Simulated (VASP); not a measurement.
ZnS:

```xyz
4
Lattice="3.5702 0.0000 0.0000 -1.7851 3.0919 0.0000 0.0000 0.0000 5.8302" Properties=species:S:1:pos:R:3 pbc="T T T"
Zn    0.0000    2.0613    0.0000
Zn    1.7851    1.0306    2.9151
S     0.0000    2.0613    2.1863
S     1.7851    1.0306    5.1014
```

```yaml
Program: VASP 6.6.1
Task: relaxation of cell and atoms
Functional: PBE
Potentials_or_basis: VASP PAW PBE potentials, release 64 (Zn, S)
Cutoff: 600 eV
k_mesh: 12 × 12 × 4
Occupations: fermi-dirac, width 0.02 eV
Spin: no spin polarisation
```

At the start: pressure 26.2 GPa; volume 16.09 Å³/atom.

Problem. How do energy, volume and symmetry change on relaxing?

Solution. Over 6 steps the energy falls by 275.5 meV/atom and the volume is 20.23 Å³/atom (+25.7 %); space group P6_3mc (No. 186, to 0.1 Å) before and after.

Step by step:
| step | energy change (eV) | largest force (eV/Å) | pressure (GPa) | volume (Å³) |
| --- | --- | --- | --- | --- |
| 1 | 0.0000 | 0.0273 | 26.23 | 64.36 |
| 2 | -0.8351 | 0.0179 | -6.77 | 92.14 |
| 3 | -1.1021 | 0.0044 | 0.12 | 80.78 |
| 4 | -1.1020 | 0.0037 | -0.19 | 81.13 |
| 5 | -1.1021 | 0.0028 | 0.04 | 80.87 |
| 6 | -1.1021 | 0.0029 | 0.01 | 80.91 |

Final structure:
```cif
data_structure
_symmetry_space_group_name_H-M 'P 1'
_symmetry_Int_Tables_number 1
_cell_length_a 3.8481
_cell_length_b 3.8481
_cell_length_c 6.3089
_cell_angle_alpha 90.000
_cell_angle_beta 90.000
_cell_angle_gamma 120.000
_cell_volume 80.91
loop_
_atom_site_label
_atom_site_type_symbol
_atom_site_fract_x
_atom_site_fract_y
_atom_site_fract_z
_atom_site_occupancy
Zn1 Zn 0.33333 0.66667 0.00017 1
Zn2 Zn 0.66667 0.33333 0.50017 1
S1 S 0.33333 0.66667 0.37483 1
S2 S 0.66667 0.33333 0.87483 1
```

Caveat: the volume moved by over 15 % at a fixed basis, so the end points are rough.
